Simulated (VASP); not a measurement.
CdTe: single point with LDA

CdTe:

```
CELL_PARAMETERS angstrom
0.00000 3.03429 3.42316
3.42316 0.00000 3.42316
3.42316 3.03429 0.00000
ATOMIC_POSITIONS crystal
Cd 0.00000 0.00000 0.00000
Te 0.75000 0.75000 0.75000
```

This cell differs from its parent crystal: volume 35.556 Å^3 an atom, c/a of the conventional cell 0.8864.

```
Program                : VASP 6.6.1
Task                   : single point
Functional             : LDA
Potentials or basis    : VASP PAW LDA potentials, release 64 (Cd, Te)
Cutoff                 : 520 eV
k mesh                 : 8 × 8 × 8
Occupations            : gaussian, width 0.05 eV
Spin                   : no spin polarisation
Dipole correction      : no
Further INCAR settings : ALGO = Normal; EDIFF = 1e-06; NBANDS = 16
```

- Pressure: -3.0 GPa
- Band gap on the k mesh: 0.18 eV, direct

Stress tensor (GPa, compression positive):
```
-3.66  0.00  0.00
 0.00 -1.62  0.00
 0.00  0.00 -3.66
```

Levels at points of the mesh, in eV from the valence-band top:
```
           k point  band 7  band 8  band 9  band 10  band 11  band 12
(0.00, 0.00, 0.00)   -0.31   -0.31    0.00     0.18     4.38     4.43
(0.50, 0.00, 0.00)   -4.41   -1.16   -0.66     1.33     4.61     5.37
(0.50, 0.50, 0.00)   -4.51   -1.80   -1.64     2.50     2.69     7.82
(0.50, 0.00, 0.50)   -3.95   -2.23   -2.23     1.78     2.13     8.55
```

Run time: 44 s on 1 thread of Intel(R) Xeon(R) Platinum 8488C (Sapphire Rapids), with other jobs on the host, peak memory 0.22 GiB.

Caveat: spin-orbit coupling is left out, which moves the levels of the heavy elements.
